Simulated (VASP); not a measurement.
Input of a VASP 6.6.1 run:

The input POSCAR:

```
CdSe
1.0
    4.3190200477      0.0000000000      0.0000000000
   -2.1595100239      3.7403810808      0.0000000000
    0.0000000000      0.0000000000      7.0412627492
Cd Se
2 2
Direct
    0.3333333333      0.6666666667     -0.0004760039
    0.6666666667      0.3333333333      0.4995239961
    0.3333333333      0.6666666667      0.3754760039
    0.6666666667      0.3333333333      0.8754760039
```

File INCAR.step1:

```
SYSTEM = CdSe
PREC = Accurate
ENCUT = 520
ISMEAR = 0
SIGMA = 0.01
LREAL = .False.
LASPH = .True.
NELM = 80
NBANDS = 26
GGA = PE
ALGO = Normal
EDIFF = 1E-4
LWAVE = .True.
LCHARG = .False.
```

Contents of INCAR.step2:

```
SYSTEM = CdSe
PREC = Accurate
ENCUT = 520
EDIFF = 1E-6
ISMEAR = 0
SIGMA = 0.01
LREAL = .False.
LASPH = .True.
NELM = 80
ALGO = Normal
ISIF = 2
LWAVE = .False.
LCHARG = .False.
METAGGA = R2SCAN
LMIXTAU = .True.
NBANDS = 26
ISTART = 1
```

KPOINTS

```
Automatic mesh
0
Gamma
  12 12 4
  0 0 0
```

Potentials or basis: VASP PAW PBE potentials, release 64 (Cd, Se).

The run is started by

```console
$ cat potpaw_PBE.64/Cd/POTCAR potpaw_PBE.64/Se/POTCAR > POTCAR
$ cp INCAR.step1 INCAR
$ mpirun -np 1 vasp_std > vasp.out
$ cp INCAR.step2 INCAR
$ mpirun -np 1 vasp_std > vasp.out
```

Q: What does it give for the pressure?

A: 1.1 GPa.

Q: What does it give for the band gap on the k mesh?

A: 1.13 eV, direct.

Caveat: the cell differs from its parent crystal (strain -0.5%); the PAW data sets were made with another functional, which shifts forces and pressure a little. A k mesh can miss the band edges.
